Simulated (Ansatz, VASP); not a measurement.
## V in VASP and in Ansatz

Contents of INCAR:

```
ALGO = Normal
EDIFF = 1E-6
ENCUT = 520
GGA = RP
ISIF = 2
ISMEAR = -1
LASPH = True
LCHARG = False
LREAL = False
LWAVE = False
NBANDS = 34
NELM = 100
PREC = Accurate
SIGMA = 0.1
```

KPOINTS

```
k-points
0
Gamma
  15 15 4
```

The input POSCAR:

```
V
1.0
    2.6928296371      0.0000000000      0.0000000000
   -1.3464148186      2.3320588738      0.0000000000
    0.0000000000      0.0000000000      9.4149843365
V
4
Direct
    0.0000000000      0.0000000000      1.0000000000
    1.0000000000      0.0000000000      0.5000000000
    0.3333333333      0.6666666667      0.2500000000
    0.6666666667      0.3333333333      0.7500000000
```

Input for Ansatz:

```yaml
crystal:
  lattice:
    - [2.6928296371, 0.0, 0.0]
    - [-1.3464148186, 2.3320588738, 0.0]
    - [0.0, 0.0, 9.4149843365]
  atoms:
    - { symbol: V, position: [0.0, 0.0, 1.0] }
    - { symbol: V, position: [1.0, 0.0, 0.5] }
    - { symbol: V, position: [0.3333333333, 0.6666666667, 0.25] }
    - { symbol: V, position: [0.6666666667, 0.3333333333, 0.75] }
hamiltonian:
  xc: rpbe
  pseudopotentials:
    kind: paw
    azcp:
      V: "pseudopotentials/V.paw.azcp"
basis:
  ecutwfc: 420
  fft_grid_basis: typed
kpoints:
  mp_grid: { grid: [15, 15, 4], shift: [0, 0, 0] }
magnetization:
  spin_polarized: false
scf:
  occupations: { method: fermi_dirac, width: 0.1 }
  lower_state_search: "off"
output:
  stress: true
  write_density: true
  write_potential: true
  elf: true
  volumetric_format: npy
```

Alike in both runs: task single point; functional RPBE; k mesh 15 × 15 × 4; occupations fermi-dirac, width 0.1 eV; no spin polarisation.

|  | VASP | Ansatz |
| --- | --- | --- |
| version | VASP 6.6.1 | Ansatz 0.2.0 |
| potentials or method | VASP PAW PBE potentials, release 64 (V_sv), cutoff 520 eV | plane waves (420 eV) with PAW, scalar-relativistic |
| valence electrons in the cell | 52 | 52 |

|  | VASP | Ansatz | Ansatz less VASP |
| --- | --- | --- | --- |
| pressure (GPa) | -5.7 | -5.9 | -0.25 |
| traceless stress, the component that is largest in VASP (GPa) | -0.09 | -0.10 | -0.014 |

VASP's potentials were made for PBE, not for RPBE.
